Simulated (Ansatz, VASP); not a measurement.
## One calculation of Ti, two programs

Contents of INCAR:

```
SYSTEM = Ti
PREC = Accurate
ENCUT = 520
EDIFF = 1E-6
ISMEAR = 0
SIGMA = 0.023
LREAL = .False.
LASPH = .True.
NELM = 100
ALGO = Normal
ISIF = 2
LWAVE = .False.
LCHARG = .True.
GGA = PE
LELF = .True.
LVHAR = .True.
NBANDS = 25
```

File KPOINTS:

```
Automatic mesh
0
Gamma
  7 7 9
  0 0 0
```

Contents of POSCAR:

```
Ti
1.0
    4.5673748306      0.0000000000      0.0000000000
   -2.2836874153      3.9554626319      0.0000000000
    0.0000000000      0.0000000000      2.8262442700
Ti
3
Direct
    0.6666666667      0.3333333333      0.5000000000
    0.3333333333      0.6666666667      0.5000000000
    0.0000000000      0.0000000000      0.0000000000
```

Contents of input.yaml:

```yaml
crystal:
  lattice:
    - [4.5673748306, 0.0, 0.0]
    - [-2.2836874153, 3.9554626319, 0.0]
    - [0.0, 0.0, 2.82624427]
  atoms:
    - { symbol: Ti, position: [0.6666666667, 0.3333333333, 0.5] }
    - { symbol: Ti, position: [0.3333333333, 0.6666666667, 0.5] }
    - { symbol: Ti, position: [0.0, 0.0, 0.0] }
hamiltonian:
  xc: pbe
  pseudopotentials: { kind: paw }
kpoints:
  mp_grid: { grid: [7, 7, 9] }
scf:
  occupations: { method: gaussian, width: 0.023 }
output:
  forces: true
  stress: true
  eigenvalues: true
```

Alike in both runs: task single point; functional PBE; k mesh 7 × 7 × 9; occupations gaussian, width 0.023 eV; no spin polarisation.

|  | VASP | Ansatz |
| --- | --- | --- |
| version | VASP 6.6.1 | Ansatz 0.2.0 |
| potentials or method | VASP PAW PBE potentials, release 64 (Ti_sv) | Ansatz PAW |
| plane-wave cutoff (eV) | 520 | 420 |
| valence electrons in the cell | 36 | 36 |

```tsv
	VASP	Ansatz	Ansatz less VASP
gap on the k mesh at the Fermi level (eV)	none	none	-
pressure (GPa)	0.6	0.8	+0.25
traceless stress, the component that is largest in VASP (GPa)	-0.18	-0.18	-0.004
```

A gap of «none» marks a metal or a gap that the smearing closes.
